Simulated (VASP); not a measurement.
# BePt (Fm-3m) in VASP: relaxation of cell and atoms with PBE

Aim: the relaxation of cell and atoms of BePt with PBE.

Program: VASP 6.6.1. These are calculated values, not measurements. Logs are shortened: lines on timing, memory, paths and dates and some standing lists are left out, and cuts for length are marked.

**1. The cell of the first run**

The structure is cubic, space group Fm-3m (No. 225). Conventional cell: a = 4.665 Å, b = 4.665 Å, c = 4.665 Å, α = 90.00°, β = 90.00°, γ = 90.00°. Be (site symmetry m-3m) has 6 Pt at 2.33 Å within 3.1 Å. Pt (site symmetry m-3m) has 6 Be at 2.33 Å within 3.1 Å.

**2. Relaxation of cell and atoms, PBE**

INCAR reads:

```
  ALGO = Fast
  EDIFF = 1E-6
  EDIFFG = -0.001
  ENCUT = 600
  GGA = PE
  IBRION = 2
  ISIF = 3
  ISMEAR = -1
  LASPH = T
  LCHARG = F
  LREAL = F
  LWAVE = F
  NELM = 80
  NSW = 80
  PREC = Accurate
  SIGMA = 0.15
```

KPOINTS reads:

```
k-points
0
Gamma
  20 20 20
```

POSCAR reads:

```
BePt
1.0
    0.0000000000      2.3324006947      2.3324006947
    2.3324006947      0.0000000000      2.3324006947
    2.3324006947      2.3324006947      0.0000000000
Be Pt
1 1
Direct
    0.0000000000      0.0000000000      0.0000000000
    0.5000000000      0.5000000000      0.5000000000
```

Potentials or basis: VASP PAW PBE potentials, release 64 (Be, Pt).

Command:

```sh
> cat potpaw_PBE.64/Be/POTCAR potpaw_PBE.64/Pt/POTCAR > POTCAR
> mpirun -np 1 vasp_std > vasp.out
```

OUTCAR:

```text
EDIFF = 1E-6
   EDIFFG = -0.001
   ENCUT = 600
   GGA = PE
   IBRION = 2
   ISIF = 3
   ISMEAR = -1
   LASPH = T
   LREAL = F
   NELM = 80
   NSW = 80
   PREC = Accurate

 ion  position               nearest neighbor table
   1  0.000  0.000  0.000-   2 2.33   2 2.33   2 2.33   2 2.33   2 2.33   2 2.33
   2  0.500  0.500  0.500-   1 2.33   1 2.33   1 2.33   1 2.33   1 2.33   1 2.33

  LATTYP: Found a face centered cubic cell.
 ALAT       =     4.6648013894

  Lattice vectors:

 A1 = (   0.0000000000,   2.3324006947,   2.3324006947)
 A2 = (   2.3324006947,   0.0000000000,   2.3324006947)
 A3 = (   2.3324006947,   2.3324006947,   0.0000000000)

Analysis of symmetry for initial positions (statically):
=====================================================================
 Subroutine PRICEL returns:
 Original cell was already a primitive cell.

 Routine SETGRP: Setting up the symmetry group for a
 face centered cubic supercell.

 Subroutine GETGRP returns: Found 48 space group operations
 (whereof 48 operations were pure point group operations)
 out of a pool of 48 trial point group operations.

The static configuration has the point symmetry O_h .

Analysis of symmetry for dynamics (positions and initial velocities):
=====================================================================
 Subroutine PRICEL returns:
 Original cell was already a primitive cell.

 Routine SETGRP: Setting up the symmetry group for a
 face centered cubic supercell.

 Subroutine GETGRP returns: Found 48 space group operations
 (whereof 48 operations were pure point group operations)
 out of a pool of 48 trial point group operations.

The dynamic configuration has the point symmetry O_h .

 Subroutine INISYM returns: Found 48 space group operations
 (whereof 48 operations are pure point group operations),
 and found     1 'primitive' translations

----------------------------------------------------------------------------------------

                                     Primitive cell

  volume of cell :      25.3770

  direct lattice vectors                    reciprocal lattice vectors
     0.000000000  2.332400695  2.332400695    -0.214371399  0.214371399  0.214371399
     2.332400695  0.000000000  2.332400695     0.214371399 -0.214371399  0.214371399
     2.332400695  2.332400695  0.000000000     0.214371399  0.214371399 -0.214371399

  length of vectors
     3.298512695  3.298512695  3.298512695     0.371302155  0.371302155  0.371302155

  position of ions in fractional coordinates (direct lattice)
     0.000000000  0.000000000  0.000000000
     0.500000000  0.500000000  0.500000000

  ion indices of the primitive-cell ions
   primitive index   ion index
                 1           1
                 2           2

----------------------------------------------------------------------------------------

 KPOINTS: k-points

Automatic generation of k-mesh.
 Grid dimensions read from file:
 generate k-points for:   20   20   20

 Generating k-lattice:

  Cartesian coordinates                     Fractional coordinates (reciprocal lattice)
    -0.010718570  0.010718570  0.010718570     0.050000000  0.000000000  0.000000000
     0.010718570 -0.010718570  0.010718570     0.000000000  0.050000000  0.000000000
     0.010718570  0.010718570 -0.010718570     0.000000000  0.000000000  0.050000000

  Length of vectors
     0.018565108  0.018565108  0.018565108

  Shift w.r.t. Gamma in fractional coordinates (k-lattice)
     0.000000000  0.000000000  0.000000000

 Subroutine IBZKPT returns following result:
 ===========================================

 Found    256 irreducible k-points:

 Following reciprocal coordinates:
            Coordinates               Weight
  0.000000  0.000000  0.000000      1.000000
  0.050000  0.000000  0.000000      8.000000
  0.100000  0.000000  0.000000      8.000000
  0.150000  0.000000  0.000000      8.000000
  0.200000  0.000000  0.000000      8.000000
  0.250000  0.000000  0.000000      8.000000
[... 16 lines left out ...]
 -0.400000  0.050000  0.000000     24.000000
 -0.350000  0.050000  0.000000     24.000000
 [... further k-points ...]
   k-points           NKPTS =    256   k-points in BZ     NKDIM =    256   number of bands    NBANDS=     10
   number of dos      NEDOS =    301   number of ions     NIONS =      2
   total plane-waves  NPLWV =  21952
   dimension x,y,z NGX =    28 NGY =   28 NGZ =   28
   dimension x,y,z NGXF=    56 NGYF=   56 NGZF=   56
   ions per type =               1   1
   NGX,Y,Z   is equivalent  to a cutoff of  14.11, 14.11, 14.11 a.u.
   NGXF,Y,Z  is equivalent  to a cutoff of  28.22, 28.22, 28.22 a.u.
 SYSTEM =  unknown system
   PREC   = accura    normal or accurate (medium, high low for compatibility)
   ISTART =      0    job   : 0-new  1-cont  2-samecut
   ICHARG =      2    charge: 1-file 2-atom 10-const
   ISPIN  =      1    spin polarized calculation?
   LNONCOLLINEAR =      F non collinear calculations
   LSORBIT =      F    spin-orbit coupling
   LASPH  =      T    aspherical Exc in radial PAW
   ENCUT  =  600.0 eV  44.10 Ry    6.64 a.u.   6.59  6.59  6.59*2*pi/ulx,y,z
   NELM   =     80;   NELMIN=  2; NELMDL= -5     # of ELM steps
   EDIFF  = 0.1E-05   stopping-criterion for ELM
   LREAL  =      F    real-space projection
   EDIFFG = -.1E-02   stopping-criterion for IOM
   NSW    =     80    number of steps for IOM
   IBRION =      2    ionic relax: 0-MD 1-quasi-New 2-CG
   NFREE  =      1    steps in history (QN), initial steepest desc. (CG)
   ISIF   =      3    stress and relaxation
   ISYM   =      2    0-nonsym 1-usesym 2-fastsym
   POTIM  = 0.5000    time-step for ionic-motion
   TEBEG  =    0.0;   TEEND  =   0.0 temperature during run
   PSTRESS=    0.0 pullay stress
   NELECT =      12.0000    total number of electrons
   NUPDOWN=      -1.0000    fix difference up-down
   EMIN   =  10.00;   EMAX   =-10.00  energy-range for DOS
   EFERMI =   0.00;   METHOD = LEGACY
   ISMEAR =    -1;   SIGMA  =   0.15  broadening in eV -4-tet -1-fermi 0-gaus
   EFERMI_NEDOS =   21; number of points for ismear=-14 and -15
   IALGO  =     68    algorithm
   IMIX   =      4    mixing-type and parameters
     AMIX     =   0.40;   BMIX     =  1.00
     AMIX_MAG =   1.60;   BMIX_MAG =  1.00
  volume/ion in A,a.u.               =      12.69        85.63
  Fermi-wavevector in a.u.,A,eV,Ry     =   1.275426  2.410207 22.132769  1.626713
  Thomas-Fermi vector in A             =   2.408139
   LORBIT       =      0    0 simple, 1 ext, 2 COOP (PROOUT), +10 PAW based schemes
   GGA     = PE    functional components
   LHFCALC =     F    Hartree Fock is set to
   AEXX    =    0.0000 exact exchange contribution
   IVDW    =     0    specifies the selected vdW correction
   LEPSILON=     F    determine dielectric tensor
   LRPA    =     F    only Hartree local field effects (RPA)
 conjugate gradient relaxation of ions
 non-spin polarized calculation
 RMM-DIIS sequential band-by-band and
  energy-cutoff  :      600.00
  volume of cell :       25.38
 maximum number of plane-waves:       875
   NGX = 13   NGY = 13   NGZ = 13

--------------------------------------- Ionic step        1  -------------------------------------------

 number of electron      12.0000001 magnetization

 Free energy of the ion-electron system (eV)
  ---------------------------------------------------
  ext. energy  EPLUGINS =         0.00000000
  ---------------------------------------------------
  free energy    TOTEN  =       -10.38402407 eV

  energy without entropy =      -10.33446475  energy(sigma->0) =      -10.35924441

------------------------ aborting loop because EDIFF is reached ----------------------------------------

  FORCE on cell =-STRESS in cart. coord.  units (eV):
  Direction    XX          YY          ZZ          XY          YZ          ZX
  --------------------------------------------------------------------------------------
  -------------------------------------------------------------------------------------
  Total        0.0245205      0.0245205      0.0245205      0.0000000      0.0000000     -0.0000000
  in kB        1.5481038      1.5481038      1.5481038      0.0000000      0.0000000     -0.0000000
  external PRESSURE =       1.5481038 kB  Pullay stress =       0.0000000 kB
[... 93 lines left out ...]
  energy  without entropy=      -10.3344434702  energy(sigma->0) =      -10.35923852

--------------------------------------- Ionic step        4  -------------------------------------------

 number of electron      12.0000000 magnetization

 Free energy of the ion-electron system (eV)
  ---------------------------------------------------
  ext. energy  EPLUGINS =         0.00000000
  ---------------------------------------------------
  free energy    TOTEN  =       -10.38403428 eV

  energy without entropy =      -10.33443873  energy(sigma->0) =      -10.35923650

 E-fermi :   8.3630     XC(G=0): -11.9081

 val. band max:        8.3550140614   @ k =  -0.3000   0.4000   0.2000
 cond. band min:       8.3779196222   @ k =  -0.4500   0.2000   0.0500
 fundamental gap:      0.0229055608
 Fermi energy:         8.3630118879

 k-point     1 :       0.0000    0.0000    0.0000
  band No.  band energies     occupation
      1      -1.3419      2.00000
      2       4.9373      2.00000
      3       4.9373      2.00000
      4       4.9373      2.00000
      5       5.5086      2.00000
      6       5.5086      2.00000
      7      14.1658      0.00000
      8      14.1658      0.00000
      9      14.1658      0.00000
     10      20.2691      0.00000
[... 287 lines left out ...]
 k-point    24 :      -0.3500    0.0500    0.0000
  band No.  band energies     occupation
      1       1.0791      2.00000
      2       4.0874      2.00000
      3       4.0883      2.00000
      4       4.4366      2.00000
      5       6.2250      2.00000
      6       6.4696      1.99999
      7      10.0296      0.00003
      8      16.6859      0.00000
      9      18.2916      0.00000
     10      18.7843      0.00000

 [... further k-points ...]

------------------------ aborting loop because EDIFF is reached ----------------------------------------

  FORCE on cell =-STRESS in cart. coord.  units (eV):
  Direction    XX          YY          ZZ          XY          YZ          ZX
  --------------------------------------------------------------------------------------
  -------------------------------------------------------------------------------------
  Total       -0.0000415     -0.0000415     -0.0000415      0.0000000      0.0000000      0.0000000
  in kB       -0.0026174     -0.0026174     -0.0026174      0.0000000      0.0000000      0.0000000
  external PRESSURE =      -0.0026174 kB  Pullay stress =       0.0000000 kB
[... 17 lines left out ...]
  FREE ENERGIE OF THE ION-ELECTRON SYSTEM (eV)
  ---------------------------------------------------
  free  energy   TOTEN  =       -10.3840342794 eV

  energy  without entropy=      -10.3344387262  energy(sigma->0) =      -10.35923650

 reached required accuracy - stopping structural energy minimisation
```

It took 3 min on 1 thread of Intel Xeon 8259CL, shared host; peak memory 0.24 GiB.

What came out:

| Quantity | Value |
| --- | --- |
| Free energy | -10.3840 eV |
| Relaxed volume | 12.70 Å³/atom |
| Relaxed cell | a = 3.300 Å, b = 3.300 Å, c = 3.300 Å, α = 60.00°, β = 60.00°, γ = 60.00° |
| Space group after relaxing (to 0.1 Å) | Fm-3m (No. 225) |
| Energy gained by relaxing | 0.0 meV/atom |
| Ionic steps | 4 |
| Pressure after relaxing | 0.0 GPa |
| Band gap on the k mesh | zero (bands 6 and 7 overlap by 0.80 eV) |

Final structure:
```xyz
2
Lattice="0.0000 2.3331 2.3331 2.3331 0.0000 2.3331 2.3331 2.3331 0.0000" Properties=species:S:1:pos:R:3 pbc="T T T"
Be    0.0000    0.0000    0.0000
Pt    2.3331    2.3331    2.3331
```

Caveat: spin-orbit coupling is left out, which moves the levels of the heavy elements.

The gap in the log of VASP goes by the Fermi energy; the results here count the filled bands.